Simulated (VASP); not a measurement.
A run of VASP 6.6.1 is set up as follows.

INCAR

```
ALGO = Normal
EDIFF = 1E-6
ENCUT = 520
GGA = PE
ISIF = 2
ISMEAR = -1
LASPH = T
LCHARG = T
LELF = T
LREAL = F
LVHAR = T
LWAVE = F
NBANDS = 16
NELM = 60
PREC = Accurate
SIGMA = 0.02
```

KPOINTS

```
k-points
0
Gamma
  6 6 6
```

File POSCAR:

```
ZnSe
1.0
    0.0000000000      2.6587577905      2.6587577905
    2.6587577905      0.0000000000      2.6587577905
    2.6587577905      2.6587577905      0.0000000000
Zn Se
1 1
Direct
    0.0000000000      0.0000000000      0.0000000000
    0.5000000000      0.5000000000      0.5000000000
```

Potentials or basis: VASP PAW PBE potentials, release 64 (Zn, Se).

Command:

```sh
$ cat potpaw_PBE.64/Zn/POTCAR potpaw_PBE.64/Se/POTCAR > POTCAR
$ mpirun -np 1 vasp_std > vasp.out
```

Question: Predict the pressure.

Answer: 2.5 GPa.

Question: Estimate the band gap on the k mesh.

Answer: Zero (band 9 reaches 3.44 eV, above the bottom of band 10 at 2.34 eV).
